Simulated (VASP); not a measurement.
# Au (Fm-3m) in VASP: notebook

Runs on Au. Level: revPBE. Tasks: single point.

Program: VASP 6.6.1. These are calculated values, not measurements. Logs are shortened: lines on timing, memory, paths and dates and some standing lists are left out, and cuts for length are marked.

## 1. The cell of the first run

Symmetry: Fm-3m, No. 225, cubic system. Conventional cell: a = 4.011 Å, b = 4.011 Å, c = 4.011 Å, α = 90.00°, β = 90.00°, γ = 90.00°. Within 3.7 Å of Au (site symmetry m-3m) lie 12 Au at 2.84 Å.

## 2. Single point, revPBE (volume scaled by 0.88)

The input, INCAR:

```
  ALGO = Normal
  EDIFF = 1E-7
  ENCUT = 520
  GGA = RE
  ISIF = 2
  ISMEAR = -1
  LASPH = T
  LCHARG = T
  LELF = T
  LREAL = F
  LVHAR = T
  LWAVE = F
  NBANDS = 12
  NELM = 100
  PREC = Accurate
  SIGMA = 0.1
```

The input, KPOINTS:

```
k-points
0
Gamma
  21 21 21
```

The input, POSCAR:

```
Au
1.0
    0.0000000000      2.0054483242      2.0054483242
    2.0054483242      0.0000000000      2.0054483242
    2.0054483242      2.0054483242      0.0000000000
Au
1
Direct
    0.0000000000      0.0000000000      0.0000000000
```

Potentials or basis: VASP PAW PBE potentials, release 64 (Au).

Run with:

```bash
> cat potpaw_PBE.64/Au/POTCAR > POTCAR
> mpirun -np 1 vasp_std > vasp.out
```

OUTCAR:

```text
EDIFF = 1E-7
   ENCUT = 520
   GGA = RE
   ISIF = 2
   ISMEAR = -1
   LASPH = T
   LREAL = F
   NELM = 100
   PREC = Accurate

 ion  position               nearest neighbor table
   1  0.000  0.000  0.000-

  LATTYP: Found a face centered cubic cell.
 ALAT       =     4.0108966484

  Lattice vectors:

 A1 = (   0.0000000000,   2.0054483242,   2.0054483242)
 A2 = (   2.0054483242,   0.0000000000,   2.0054483242)
 A3 = (   2.0054483242,   2.0054483242,   0.0000000000)

Analysis of symmetry for initial positions (statically):
=====================================================================
 Subroutine PRICEL returns:
 Original cell was already a primitive cell.

 Routine SETGRP: Setting up the symmetry group for a
 face centered cubic supercell.

 Subroutine GETGRP returns: Found 48 space group operations
 (whereof 48 operations were pure point group operations)
 out of a pool of 48 trial point group operations.

The static configuration has the point symmetry O_h .

Analysis of symmetry for dynamics (positions and initial velocities):
=====================================================================
 Subroutine PRICEL returns:
 Original cell was already a primitive cell.

 Routine SETGRP: Setting up the symmetry group for a
 face centered cubic supercell.

 Subroutine GETGRP returns: Found 48 space group operations
 (whereof 48 operations were pure point group operations)
 out of a pool of 48 trial point group operations.

The dynamic configuration has the point symmetry O_h .

 Subroutine INISYM returns: Found 48 space group operations
 (whereof 48 operations are pure point group operations),
 and found     1 'primitive' translations

----------------------------------------------------------------------------------------

                                     Primitive cell

  volume of cell :      16.1311

  direct lattice vectors                    reciprocal lattice vectors
     0.000000000  2.005448324  2.005448324    -0.249320810  0.249320810  0.249320810
     2.005448324  0.000000000  2.005448324     0.249320810 -0.249320810  0.249320810
     2.005448324  2.005448324  0.000000000     0.249320810  0.249320810 -0.249320810

  length of vectors
     2.836132219  2.836132219  2.836132219     0.431836310  0.431836310  0.431836310

  position of ions in fractional coordinates (direct lattice)
     0.000000000  0.000000000  0.000000000

  ion indices of the primitive-cell ions
   primitive index   ion index
                 1           1

----------------------------------------------------------------------------------------

 KPOINTS: k-points

Automatic generation of k-mesh.
 Grid dimensions read from file:
 generate k-points for:   21   21   21

 Generating k-lattice:

  Cartesian coordinates                     Fractional coordinates (reciprocal lattice)
    -0.011872420  0.011872420  0.011872420     0.047619048  0.000000000  0.000000000
     0.011872420 -0.011872420  0.011872420     0.000000000  0.047619048  0.000000000
     0.011872420  0.011872420 -0.011872420     0.000000000  0.000000000  0.047619048

  Length of vectors
     0.020563634  0.020563634  0.020563634

  Shift w.r.t. Gamma in fractional coordinates (k-lattice)
     0.000000000  0.000000000  0.000000000

 Subroutine IBZKPT returns following result:
 ===========================================

 Found    286 irreducible k-points:

 Following reciprocal coordinates:
            Coordinates               Weight
  0.000000  0.000000  0.000000      1.000000
  0.047619  0.000000  0.000000      8.000000
  0.095238  0.000000  0.000000      8.000000
  0.142857  0.000000  0.000000      8.000000
  0.190476  0.000000  0.000000      8.000000
  0.238095  0.000000  0.000000      8.000000
[... 16 lines left out ...]
 -0.428571  0.047619  0.000000     24.000000
 -0.380952  0.047619  0.000000     24.000000
 [... further k-points ...]
   k-points           NKPTS =    286   k-points in BZ     NKDIM =    286   number of bands    NBANDS=     12
   number of dos      NEDOS =    301   number of ions     NIONS =      1
   total plane-waves  NPLWV =  13824
   dimension x,y,z NGX =    24 NGY =   24 NGZ =   24
   dimension x,y,z NGXF=    48 NGYF=   48 NGZF=   48
   ions per type =               1
   NGX,Y,Z   is equivalent  to a cutoff of  14.07, 14.07, 14.07 a.u.
   NGXF,Y,Z  is equivalent  to a cutoff of  28.14, 28.14, 28.14 a.u.
 SYSTEM =  unknown system
   PREC   = accura    normal or accurate (medium, high low for compatibility)
   ISTART =      0    job   : 0-new  1-cont  2-samecut
   ICHARG =      2    charge: 1-file 2-atom 10-const
   ISPIN  =      1    spin polarized calculation?
   LNONCOLLINEAR =      F non collinear calculations
   LSORBIT =      F    spin-orbit coupling
   LASPH  =      T    aspherical Exc in radial PAW
   ENCUT  =  520.0 eV  38.22 Ry    6.18 a.u.   5.27  5.27  5.27*2*pi/ulx,y,z
   NELM   =    100;   NELMIN=  2; NELMDL= -5     # of ELM steps
   EDIFF  = 0.1E-06   stopping-criterion for ELM
   LREAL  =      F    real-space projection
   EDIFFG = 0.1E-05   stopping-criterion for IOM
   NSW    =      0    number of steps for IOM
   IBRION =     -1    ionic relax: 0-MD 1-quasi-New 2-CG
   NFREE  =      0    steps in history (QN), initial steepest desc. (CG)
   ISIF   =      2    stress and relaxation
   ISYM   =      2    0-nonsym 1-usesym 2-fastsym
   POTIM  = 0.5000    time-step for ionic-motion
   TEBEG  =    0.0;   TEEND  =   0.0 temperature during run
   PSTRESS=    0.0 pullay stress
   NELECT =      11.0000    total number of electrons
   NUPDOWN=      -1.0000    fix difference up-down
   EMIN   =  10.00;   EMAX   =-10.00  energy-range for DOS
   EFERMI =   0.00;   METHOD = LEGACY
   ISMEAR =    -1;   SIGMA  =   0.10  broadening in eV -4-tet -1-fermi 0-gaus
   EFERMI_NEDOS =   21; number of points for ismear=-14 and -15
   IALGO  =     38    algorithm
   IMIX   =      4    mixing-type and parameters
     AMIX     =   0.40;   BMIX     =  1.00
     AMIX_MAG =   1.60;   BMIX_MAG =  1.00
  volume/ion in A,a.u.               =      16.13       108.86
  Fermi-wavevector in a.u.,A,eV,Ry     =   1.440957  2.723013 28.250540  2.076356
  Thomas-Fermi vector in A             =   2.559643
   LORBIT       =      0    0 simple, 1 ext, 2 COOP (PROOUT), +10 PAW based schemes
   GGA     = RE    functional components
   LHFCALC =     F    Hartree Fock is set to
   AEXX    =    0.0000 exact exchange contribution
   IVDW    =     0    specifies the selected vdW correction
   LEPSILON=     F    determine dielectric tensor
   LRPA    =     F    only Hartree local field effects (RPA)
 non-spin polarized calculation
  energy-cutoff  :      520.00
  volume of cell :       16.13
 maximum number of plane-waves:       448
 NGX is ok and might be reduce to    24
   NGX = 11   NGY = 11   NGZ = 11

 number of electron      11.0000001 magnetization

 Free energy of the ion-electron system (eV)
  ---------------------------------------------------
  ext. energy  EPLUGINS =         0.00000000
  ---------------------------------------------------
  free energy    TOTEN  =        -2.60134564 eV

  energy without entropy =       -2.59204997  energy(sigma->0) =       -2.59669781

 E-fermi :  10.5581     XC(G=0): -12.9935

 val. band max:       10.4621939386   @ k =   0.4762   0.3810   0.0476
 cond. band min:      10.5610002850   @ k =   0.4762   0.4286   0.0476
 fundamental gap:      0.0988063464
 Fermi energy:        10.5581096275

 k-point     1 :       0.0000    0.0000    0.0000
  band No.  band energies     occupation
      1       0.0631      2.00000
      2       5.4853      2.00000
      3       5.4853      2.00000
      4       5.4853      2.00000
      5       7.1473      2.00000
      6       7.1473      2.00000
      7      24.9080      0.00000
      8      29.2455      0.00000
      9      29.2455      0.00000
     10      29.2455      0.00000
     11      34.3157      0.00000
     12      39.6121      0.00000

 k-point     2 :       0.0476    0.0000    0.0000
  band No.  band energies     occupation
      1       0.1467      2.00000
      2       5.4555      2.00000
      3       5.5154      2.00000
      4       5.5154      2.00000
      5       7.1326      2.00000
      6       7.1326      2.00000
      7      25.0166      0.00000
      8      28.7061      0.00000
      9      29.3542      0.00000
     10      29.3542      0.00000
     11      34.8345      0.00000
     12      38.4320      0.00000

 k-point     3 :       0.0952    0.0000    0.0000
  band No.  band energies     occupation
      1       0.3925      2.00000
      2       5.3766      2.00000
      3       5.5974      2.00000
      4       5.5974      2.00000
      5       7.0985      2.00000
      6       7.0985      2.00000
      7      25.3062      0.00000
      8      27.5047      0.00000
      9      29.6696      0.00000
     10      29.6696      0.00000
     11      35.3054      0.00000
     12      37.4792      0.00000
[... 286 lines left out ...]
 k-point    23 :      -0.4286    0.0476    0.0000
  band No.  band energies     occupation
      1       2.7285      2.00000
      2       5.4307      2.00000
      3       5.5059      2.00000
      4       7.8084      2.00000
      5       8.2997      2.00000
      6       9.3068      1.99999
      7      14.7617      0.00000
      8      24.5710      0.00000
      9      27.6924      0.00000
     10      28.4338      0.00000
     11      35.8133      0.00000
     12      36.1926      0.00000

 k-point    24 :      -0.3810    0.0476    0.0000
  band No.  band energies     occupation
      1       2.7191      2.00000
      2       5.4994      2.00000
      3       5.5627      2.00000
      4       7.1953      2.00000
      5       8.0521      2.00000
      6       8.6929      2.00000
      7      16.3206      0.00000
      8      24.8354      0.00000
      9      28.0018      0.00000
     10      29.2058      0.00000
     11      34.9821      0.00000
     12      35.7484      0.00000

 [... further k-points ...]
[... 5 lines left out ...]
  --------------------------------------------------------------------------------------
  -------------------------------------------------------------------------------------
  Total        2.3521063      2.3521063      2.3521063      0.0000000      0.0000000      0.0000000
  in kB      233.6162780    233.6162780    233.6162780      0.0000000      0.0000000      0.0000000
  external PRESSURE =     233.6162780 kB  Pullay stress =       0.0000000 kB

 VOLUME and BASIS-vectors are now :
 -----------------------------------------------------------------------------
  energy-cutoff  :      520.00
  volume of cell :       16.13
      direct lattice vectors                 reciprocal lattice vectors
     0.000000000  2.005448324  2.005448324    -0.249320810  0.249320810  0.249320810
     2.005448324  0.000000000  2.005448324     0.249320810 -0.249320810  0.249320810
     2.005448324  2.005448324  0.000000000     0.249320810  0.249320810 -0.249320810

 POSITION                                       TOTAL-FORCE (eV/Angst)
 -----------------------------------------------------------------------------------
      0.00000      0.00000      0.00000         0.000000      0.000000      0.000000
 -----------------------------------------------------------------------------------
    total drift:                               -0.000000      0.000000     -0.000000

  FREE ENERGIE OF THE ION-ELECTRON SYSTEM (eV)
  ---------------------------------------------------
  free  energy   TOTEN  =        -2.6013456447 eV

  energy  without entropy=       -2.5920499729  energy(sigma->0) =       -2.59669781
```

Run time: 55 s. Hardware: 1 thread of Intel Xeon 8259CL, shared host; peak memory 0.18 GiB.

Results:

* Free energy: -2.6013 eV
* Pressure: 23.4 GPa

Caveat: the PAW data sets were made with another functional, which shifts forces and pressure a little; spin-orbit coupling is left out, which moves the levels of the heavy elements.

## 3. Single point, revPBE (volume scaled by 0.92)

The input, INCAR:

```
PREC = Accurate
ENCUT = 520
EDIFF = 1E-6
ISMEAR = -1
SIGMA = 0.1
LREAL = F
LASPH = T
NELM = 60
ALGO = Normal
ISIF = 2
LWAVE = F
LCHARG = T
GGA = RE
LELF = T
LVHAR = T
NBANDS = 12
```

The input, KPOINTS:

```
regular mesh
0
Gamma
  21 21 21
```

The input, POSCAR:

```
Au
1.0
    0.0000000000      2.0353848023      2.0353848023
    2.0353848023      0.0000000000      2.0353848023
    2.0353848023      2.0353848023      0.0000000000
Au
1
Direct
    0.0000000000      0.0000000000      0.0000000000
```

Potentials or basis: VASP PAW PBE potentials, release 64 (Au).

Run with:

```bash
> cat potpaw_PBE.64/Au/POTCAR > POTCAR
> mpirun -np 1 vasp_std > vasp.out
```

Wall time 55 s (1 thread of Intel Xeon 8259CL, shared host); peak memory 0.19 GiB.

It converged, with:

* Free energy: -2.6849 eV
* Pressure: 13.3 GPa

Levels at points of the mesh, in eV from the Fermi level:
| k point | band 2 | band 3 | band 4 | band 5 | band 6 | band 7 | band 8 | band 9 | band 10 | band 11 |
| --- | --- | --- | --- | --- | --- | --- | --- | --- | --- | --- |
| (0.00, 0.00, 0.00) | -4.81 | -4.81 | -4.81 | -3.27 | -3.27 | 14.44 | 18.53 | 18.53 | 18.53 | 23.45 |

Caveat: the PAW data sets were made with another functional, which shifts forces and pressure a little; spin-orbit coupling is left out, which moves the levels of the heavy elements.
